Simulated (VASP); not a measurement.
# BiW (Pm-3m) in VASP: single point with PBE

Aim: the single point of BiW with PBE.

Program: VASP 6.6.1. These are calculated values, not measurements. Logs are shortened: lines on timing, memory, paths and dates and some standing lists are left out, and cuts for length are marked.

## Step 1: The cell of the first run

Symmetry: Pm-3m, No. 221, cubic system. Conventional cell: a = 3.667 Å, b = 3.667 Å, c = 3.667 Å, α = 90.00°, β = 90.00°, γ = 90.00°. Bi (site symmetry m-3m) has 8 W at 3.18 Å and 6 Bi at 3.67 Å within 4.2 Å. Within 4.2 Å of W (site symmetry m-3m) lie 8 Bi at 3.18 Å and 6 W at 3.67 Å.

## Step 2: Single point, PBE

Contents of INCAR:

```
  PREC = Accurate
  ENCUT = 520
  EDIFF = 1E-6
  ISMEAR = 0
  SIGMA = 0.1
  LREAL = False
  LASPH = True
  NELM = 60
  ALGO = Fast
  ISIF = 2
  LWAVE = False
  LCHARG = False
  GGA = PE
  NBANDS = 22
```

Contents of KPOINTS:

```
Automatic mesh
0
Gamma
  6 6 6
```

Contents of POSCAR:

```
BiW
1.0
    3.6668721500      0.0000000000      0.0000000000
    0.0000000000      3.6668721500      0.0000000000
    0.0000000000      0.0000000000      3.6668721500
Bi W
1 1
Direct
    0.5000000000      0.5000000000      0.5000000000
    0.0000000000      0.0000000000      0.0000000000
```

Potentials or basis: VASP PAW PBE potentials, release 64 (Bi_d, W_sv).

On the command line:

```console
$ cat potpaw_PBE.64/Bi_d/POTCAR potpaw_PBE.64/W_sv/POTCAR > POTCAR
$ mpirun -np 1 vasp_std > vasp.out
```

OUTCAR:

```text
PREC = Accurate
   ENCUT = 520
   EDIFF = 1E-6
   ISMEAR = 0
   LREAL = False
   LASPH = True
   NELM = 60
   ISIF = 2
   GGA = PE

 ion  position               nearest neighbor table
   1  0.500  0.500  0.500-   2 3.18   2 3.18   2 3.18   2 3.18   2 3.18   2 3.18   2 3.18   2 3.18

   2  0.000  0.000  0.000-   1 3.18   1 3.18   1 3.18   1 3.18   1 3.18   1 3.18   1 3.18   1 3.18

  LATTYP: Found a simple cubic cell.
 ALAT       =     3.6668721500

  Lattice vectors:

 A1 = (   3.6668721500,   0.0000000000,   0.0000000000)
 A2 = (   0.0000000000,   3.6668721500,   0.0000000000)
 A3 = (   0.0000000000,   0.0000000000,   3.6668721500)

Analysis of symmetry for initial positions (statically):
=====================================================================
 Subroutine PRICEL returns:
 Original cell was already a primitive cell.

 Routine SETGRP: Setting up the symmetry group for a
 simple cubic supercell.

 Subroutine GETGRP returns: Found 48 space group operations
 (whereof 48 operations were pure point group operations)
 out of a pool of 48 trial point group operations.

The static configuration has the point symmetry O_h .

Analysis of symmetry for dynamics (positions and initial velocities):
=====================================================================
 Subroutine PRICEL returns:
 Original cell was already a primitive cell.

 Routine SETGRP: Setting up the symmetry group for a
 simple cubic supercell.

 Subroutine GETGRP returns: Found 48 space group operations
 (whereof 48 operations were pure point group operations)
 out of a pool of 48 trial point group operations.

The dynamic configuration has the point symmetry O_h .

 Subroutine INISYM returns: Found 48 space group operations
 (whereof 48 operations are pure point group operations),
 and found     1 'primitive' translations

----------------------------------------------------------------------------------------

                                     Primitive cell

  volume of cell :      49.3046

  direct lattice vectors                    reciprocal lattice vectors
     3.666872150  0.000000000  0.000000000     0.272711990  0.000000000  0.000000000
     0.000000000  3.666872150  0.000000000     0.000000000  0.272711990  0.000000000
     0.000000000  0.000000000  3.666872150     0.000000000  0.000000000  0.272711990

  length of vectors
     3.666872150  3.666872150  3.666872150     0.272711990  0.272711990  0.272711990

  position of ions in fractional coordinates (direct lattice)
     0.500000000  0.500000000  0.500000000
     0.000000000  0.000000000  0.000000000

  ion indices of the primitive-cell ions
   primitive index   ion index
                 1           1
                 2           2

----------------------------------------------------------------------------------------

 KPOINTS: Automatic mesh

Automatic generation of k-mesh.
 Grid dimensions read from file:
 generate k-points for:    6    6    6

 Generating k-lattice:

  Cartesian coordinates                     Fractional coordinates (reciprocal lattice)
     0.045451998  0.000000000  0.000000000     0.166666667  0.000000000  0.000000000
     0.000000000  0.045451998  0.000000000     0.000000000  0.166666667  0.000000000
     0.000000000  0.000000000  0.045451998     0.000000000  0.000000000  0.166666667

  Length of vectors
     0.045451998  0.045451998  0.045451998

  Shift w.r.t. Gamma in fractional coordinates (k-lattice)
     0.000000000  0.000000000  0.000000000

 Subroutine IBZKPT returns following result:
 ===========================================

 Found     20 irreducible k-points:

 Following reciprocal coordinates:
            Coordinates               Weight
  0.000000  0.000000  0.000000      1.000000
  0.166667  0.000000  0.000000      6.000000
  0.333333  0.000000  0.000000      6.000000
  0.500000  0.000000  0.000000      3.000000
  0.166667  0.166667  0.000000     12.000000
  0.333333  0.166667  0.000000     24.000000
[... 12 lines left out ...]
  0.500000  0.500000  0.333333      6.000000
  0.500000  0.500000  0.500000      1.000000
   k-points           NKPTS =     20   k-points in BZ     NKDIM =     20   number of bands    NBANDS=     22
   number of dos      NEDOS =    301   number of ions     NIONS =      2
   total plane-waves  NPLWV =  21952
   dimension x,y,z NGX =    28 NGY =   28 NGZ =   28
   dimension x,y,z NGXF=    56 NGYF=   56 NGZF=   56
   ions per type =               1   1
   NGX,Y,Z   is equivalent  to a cutoff of  12.69, 12.69, 12.69 a.u.
   NGXF,Y,Z  is equivalent  to a cutoff of  25.39, 25.39, 25.39 a.u.
 SYSTEM =  unknown system
   PREC   = accura    normal or accurate (medium, high low for compatibility)
   ISTART =      0    job   : 0-new  1-cont  2-samecut
   ICHARG =      2    charge: 1-file 2-atom 10-const
   ISPIN  =      1    spin polarized calculation?
   LNONCOLLINEAR =      F non collinear calculations
   LSORBIT =      F    spin-orbit coupling
   LASPH  =      T    aspherical Exc in radial PAW
   ENCUT  =  520.0 eV  38.22 Ry    6.18 a.u.   6.82  6.82  6.82*2*pi/ulx,y,z
   NELM   =     60;   NELMIN=  2; NELMDL= -5     # of ELM steps
   EDIFF  = 0.1E-05   stopping-criterion for ELM
   LREAL  =      F    real-space projection
   EDIFFG = 0.1E-04   stopping-criterion for IOM
   NSW    =      0    number of steps for IOM
   IBRION =     -1    ionic relax: 0-MD 1-quasi-New 2-CG
   NFREE  =      0    steps in history (QN), initial steepest desc. (CG)
   ISIF   =      2    stress and relaxation
   ISYM   =      2    0-nonsym 1-usesym 2-fastsym
   POTIM  = 0.5000    time-step for ionic-motion
   TEBEG  =    0.0;   TEEND  =   0.0 temperature during run
   PSTRESS=    0.0 pullay stress
   NELECT =      29.0000    total number of electrons
   NUPDOWN=      -1.0000    fix difference up-down
   EMIN   =  10.00;   EMAX   =-10.00  energy-range for DOS
   EFERMI =   0.00;   METHOD = LEGACY
   ISMEAR =     0;   SIGMA  =   0.10  broadening in eV -4-tet -1-fermi 0-gaus
   EFERMI_NEDOS =   21; number of points for ismear=-14 and -15
   IALGO  =     68    algorithm
   IMIX   =      4    mixing-type and parameters
     AMIX     =   0.40;   BMIX     =  1.00
     AMIX_MAG =   1.60;   BMIX_MAG =  1.00
  volume/ion in A,a.u.               =      24.65       166.36
  Fermi-wavevector in a.u.,A,eV,Ry     =   1.371656  2.592053 25.598531  1.881439
  Thomas-Fermi vector in A             =   2.497333
   LORBIT       =      0    0 simple, 1 ext, 2 COOP (PROOUT), +10 PAW based schemes
   GGA     = PE    functional components
   LHFCALC =     F    Hartree Fock is set to
   AEXX    =    0.0000 exact exchange contribution
   IVDW    =     0    specifies the selected vdW correction
   LEPSILON=     F    determine dielectric tensor
   LRPA    =     F    only Hartree local field effects (RPA)
 non-spin polarized calculation
 RMM-DIIS sequential band-by-band and
 Gauss-broadening in eV      SIGMA  =   0.10
  energy-cutoff  :      520.00
  volume of cell :       49.30
 maximum number of plane-waves:      1357
 NGX is ok and might be reduce to    28
   NGX = 13   NGY = 13   NGZ = 13

 number of electron      28.9999998 magnetization

 Free energy of the ion-electron system (eV)
  ---------------------------------------------------
  ext. energy  EPLUGINS =         0.00000000
  ---------------------------------------------------
  free energy    TOTEN  =       -13.85715799 eV

  energy without entropy =      -13.83041234  energy(sigma->0) =      -13.84378517

 E-fermi :   8.3427     XC(G=0): -11.3616

 val. band max:        8.3380100571   @ k =   0.3333   0.3333   0.0000
 cond. band min:       8.3448740835   @ k =   0.5000   0.1667   0.1667
 fundamental gap:      0.0068640265
 Fermi energy:         8.3427343464

 k-point     1 :       0.0000    0.0000    0.0000
  band No.  band energies     occupation
      1     -66.0257      2.00000
      2     -30.1361      2.00000
      3     -30.1361      2.00000
      4     -30.1361      2.00000
      5     -14.2603      2.00000
      6     -14.2603      2.00000
[... 14 lines left out ...]
     21      17.4634      0.00000
     22      20.4050      0.00000

 k-point     2 :       0.1667    0.0000    0.0000
  band No.  band energies     occupation
      1     -66.0255      2.00000
      2     -30.1463      2.00000
      3     -30.1354      2.00000
      4     -30.1354      2.00000
      5     -14.2588      2.00000
      6     -14.2368      2.00000
[... 14 lines left out ...]
     21      18.4041      0.00000
     22      20.1658      0.00000

 k-point     3 :       0.3333    0.0000    0.0000
  band No.  band energies     occupation
      1     -66.0250      2.00000
      2     -30.1667      2.00000
      3     -30.1340      2.00000
      4     -30.1340      2.00000
      5     -14.2560      2.00000
      6     -14.1899      2.00000
[... 14 lines left out ...]
     21      16.7080      0.00000
     22      17.7762      0.00000

 k-point     4 :       0.5000    0.0000    0.0000
  band No.  band energies     occupation
      1     -66.0248      2.00000
      2     -30.1768      2.00000
      3     -30.1333      2.00000
      4     -30.1333      2.00000
      5     -14.2546      2.00000
      6     -14.1930      2.00000
[... 14 lines left out ...]
     21      15.1211      0.00000
     22      16.0409      0.00000

 k-point     5 :       0.1667    0.1667    0.0000
  band No.  band energies     occupation
      1     -66.0252      2.00000
      2     -30.1459      2.00000
      3     -30.1451      2.00000
      4     -30.1346      2.00000
      5     -14.2467      2.00000
      6     -14.2243      2.00000
[... 14 lines left out ...]
     21      17.8444      0.00000
     22      18.2582      0.00000

 k-point     6 :       0.3333    0.1667    0.0000
  band No.  band energies     occupation
      1     -66.0248      2.00000
      2     -30.1656      2.00000
      3     -30.1438      2.00000
      4     -30.1331      2.00000
      5     -14.2405      2.00000
      6     -14.1969      2.00000
[... 14 lines left out ...]
     21      16.9739      0.00000
     22      17.8358      0.00000

 k-point     7 :       0.5000    0.1667    0.0000
  band No.  band energies     occupation
      1     -66.0246      2.00000
      2     -30.1756      2.00000
      3     -30.1430      2.00000
      4     -30.1323      2.00000
      5     -14.2388      2.00000
      6     -14.2038      2.00000
[... 224 lines left out ...]
      6     -14.2034      2.00000
[... 14 lines left out ...]
     21      15.6181      0.00000
     22      17.2308      0.00000

 k-point    17 :       0.3333    0.3333    0.3333
  band No.  band energies     occupation
      1     -66.0238      2.00000
      2     -30.1609      2.00000
      3     -30.1607      2.00000
      4     -30.1607      2.00000
      5     -14.2148      2.00000
      6     -14.2083      2.00000
[... 14 lines left out ...]
     21      14.6266      0.00000
     22      17.3645      0.00000

 k-point    18 :       0.5000    0.3333    0.3333
  band No.  band energies     occupation
      1     -66.0236      2.00000
      2     -30.1705      2.00000
      3     -30.1600      2.00000
      4     -30.1598      2.00000
      5     -14.2210      2.00000
      6     -14.2141      2.00000
[... 14 lines left out ...]
     21      14.6733      0.00000
     22      16.1878      0.00000

 k-point    19 :       0.5000    0.5000    0.3333
  band No.  band energies     occupation
      1     -66.0234      2.00000
      2     -30.1696      2.00000
      3     -30.1696      2.00000
      4     -30.1591      2.00000
      5     -14.2245      2.00000
      6     -14.2150      2.00000
[... 14 lines left out ...]
     21      13.9684      0.00000
     22      13.9684      0.00000

 k-point    20 :       0.5000    0.5000    0.5000
  band No.  band energies     occupation
      1     -66.0232      2.00000
      2     -30.1689      2.00000
      3     -30.1689      2.00000
      4     -30.1689      2.00000
      5     -14.2207      2.00000
      6     -14.2207      2.00000
[... 14 lines left out ...]
     21      12.7968      0.00000
     22      12.7968      0.00000

------------------------ aborting loop because EDIFF is reached ----------------------------------------

  FORCE on cell =-STRESS in cart. coord.  units (eV):
  Direction    XX          YY          ZZ          XY          YZ          ZX
  --------------------------------------------------------------------------------------
  -------------------------------------------------------------------------------------
  Total       -5.2729312     -5.2729312     -5.2729312     -0.0000000     -0.0000000     -0.0000000
  in kB     -171.3465572   -171.3465572   -171.3465572     -0.0000000     -0.0000000     -0.0000000
  external PRESSURE =    -171.3465572 kB  Pullay stress =       0.0000000 kB

 VOLUME and BASIS-vectors are now :
 -----------------------------------------------------------------------------
  energy-cutoff  :      520.00
  volume of cell :       49.30
      direct lattice vectors                 reciprocal lattice vectors
     3.666872150  0.000000000  0.000000000     0.272711990  0.000000000  0.000000000
     0.000000000  3.666872150  0.000000000     0.000000000  0.272711990  0.000000000
     0.000000000  0.000000000  3.666872150     0.000000000  0.000000000  0.272711990

 POSITION                                       TOTAL-FORCE (eV/Angst)
 -----------------------------------------------------------------------------------
      1.83344      1.83344      1.83344         0.000000      0.000000      0.000000
      0.00000      0.00000      0.00000         0.000000      0.000000      0.000000
 -----------------------------------------------------------------------------------
    total drift:                                0.000000      0.000000      0.000000

  FREE ENERGIE OF THE ION-ELECTRON SYSTEM (eV)
  ---------------------------------------------------
  free  energy   TOTEN  =       -13.8571579896 eV

  energy  without entropy=      -13.8304123404  energy(sigma->0) =      -13.84378517
```

Wall time 24 s (1 thread of AMD EPYC 7R13 (Zen 3), shared host); peak memory 0.13 GiB.

What came out:

```
Free energy : -13.8572 eV
Pressure    : -17.1 GPa
```

Caveat: spin-orbit coupling is left out, which moves the levels of the heavy elements.
